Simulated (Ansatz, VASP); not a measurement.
## FeO: VASP beside Ansatz

INCAR

```
  PREC = Accurate
  ENCUT = 520
  EDIFF = 1E-6
  ISMEAR = 0
  SIGMA = 0.05
  LREAL = F
  LASPH = T
  NELM = 150
  ALGO = Normal
  ISIF = 2
  LWAVE = F
  LCHARG = F
  ISPIN = 2
  MAGMOM = 3 0
  LORBIT = 11
  LMAXMIX = 4
  GGA = PE
  NBANDS = 18
```

The input KPOINTS:

```
regular mesh
0
Gamma
  11 11 11
```

POSCAR

```
FeO
1.0
    3.0698575900      0.0000000000      0.0000000000
    1.5669755375      2.6398131160      0.0000000000
    1.5669755375      0.8921008073      2.4845058738
Fe O
1 1
Direct
    0.0000000000      0.0000000000      0.0000000000
    0.5000000000      0.5000000000      0.5000000000
```

File input.yaml:

```yaml
crystal:
  lattice:
    - [3.06985759, 0.0, 0.0]
    - [1.5669755375, 2.639813116, 0.0]
    - [1.5669755375, 0.8921008073, 2.4845058738]
  atoms:
    - { symbol: Fe, position: [0.0, 0.0, 0.0], spin: 3.0 }
    - { symbol: O, position: [0.5, 0.5, 0.5] }
hamiltonian:
  xc: pbe
  pseudopotentials: { kind: paw }
magnetization:
  spin_polarized: true
kpoints:
  mp_grid: { grid: [11, 11, 11] }
scf:
  occupations: { method: gaussian, width: 0.05 }
output:
  forces: true
  stress: true
  eigenvalues: true
```

Alike in both runs: task single point; functional PBE; k mesh 11 × 11 × 11; occupations gaussian, width 0.05 eV; collinear spin.

|  | VASP | Ansatz |
| --- | --- | --- |
| version | VASP 6.6.1 | Ansatz 0.2.0 |
| potentials or method | VASP PAW PBE potentials, release 64 (Fe, O) | Ansatz PAW |
| plane-wave cutoff (eV) | 520 | 420 |
| valence electrons in the cell | 14 | 22 |

VASP gave:

```
gap on the k mesh at the Fermi level (eV)                     : none
pressure (GPa)                                                : -1.2
traceless stress, the component that is largest in VASP (GPa) : -0.34
net moment per atom (μB)                                      : 2.00
size of the moment on the site where the two differ most (μB) : 3.62
```

What did Ansatz give for the same quantities?

gap on the k mesh at the Fermi level (eV): none; pressure (GPa): -1.2; traceless stress, the component that is largest in VASP (GPa): -0.32; net moment per atom (μB): 2.00; size of the moment on the site where the two differ most (μB): 3.45.

Site moments also hang on the region over which each program counts them. A gap of «none» marks a metal or a gap that the smearing closes. VASP's potentials hold 14 valence electrons a cell and Ansatz's 22, so a difference there can come from the potentials and not from the codes.
